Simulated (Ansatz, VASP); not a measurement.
Given: the input of a run of VASP 6.6.1 on TaTe.

The input INCAR:

```
ALGO = Normal
EDIFF = 1E-6
ENCUT = 500
GGA = PE
GGA_COMPAT = False
ISIF = 2
ISMEAR = -1
LASPH = True
LCHARG = False
LREAL = False
LWAVE = False
NBANDS = 16
NELM = 120
PREC = Accurate
SIGMA = 0.03
```

Contents of KPOINTS:

```
k-points
0
Gamma
  5 5 5
```

Contents of POSCAR:

```
TaTe
1.0
    3.4200900000      0.0000000000      0.0000000000
    0.0000000000      3.4200900000      0.0000000000
    0.0000000000      0.0000000000      3.4200900000
Ta Te
1 1
Direct
    0.5000000000      0.5000000000      0.5000000000
    0.0000000000      0.0000000000      0.0000000000
```

Potentials or basis: VASP PAW PBE potentials, release 64 (Ta_pv, Te).

Launch:

```sh
$ cat potpaw_PBE.64/Ta_pv/POTCAR potpaw_PBE.64/Te/POTCAR > POTCAR
$ mpirun -np 1 vasp_std > vasp.out
```

Q: Set up the same calculation for Ansatz 0.2.0. Potentials there: all-electron LAPW, scalar-relativistic.

A: As run (the cutoff follows the program's own potentials):

File input.yaml:

```yaml
crystal:
  lattice:
    - [3.42009, 0.0, 0.0]
    - [0.0, 3.42009, 0.0]
    - [0.0, 0.0, 3.42009]
  atoms:
    - { symbol: Ta, position: [0.5, 0.5, 0.5] }
    - { symbol: Te, position: [0.0, 0.0, 0.0] }
kpoints:
  mp_grid: { grid: [5, 5, 5] }
scf:
  occupations: { method: fermi_dirac, width: 0.03 }
hamiltonian:
  xc: pbe
  pseudopotentials: { kind: all_electron, lapw: { basis_error: 0.002 } }
output:
  forces: true
  stress: true
  eigenvalues: true
```

Potentials or basis: all-electron LAPW, scalar-relativistic.

Run with:

```sh
$ ansatz run input.yaml --threads 1 --pin off --max-ram 3072MiB --backend cpu --events-out ev --progress --plain --runs-dir out
```

Both were run:

|  | VASP | Ansatz | Ansatz less VASP |
| --- | --- | --- | --- |
| gap on the k mesh at the Fermi level (eV) | none | none | - |
| pressure (GPa) | 0.0 | 0.0 | +0.04 |

A gap of «none» marks a metal or a gap that the smearing closes. Ansatz ran all-electron here, and VASP with PAW potentials.

The k mesh is coarse, so the values compare programs but aren't converged. Spin-orbit coupling is off throughout. Noted on Ansatz's run: the k mesh is thin for a metal, which can move the energy by tens of meV per atom.
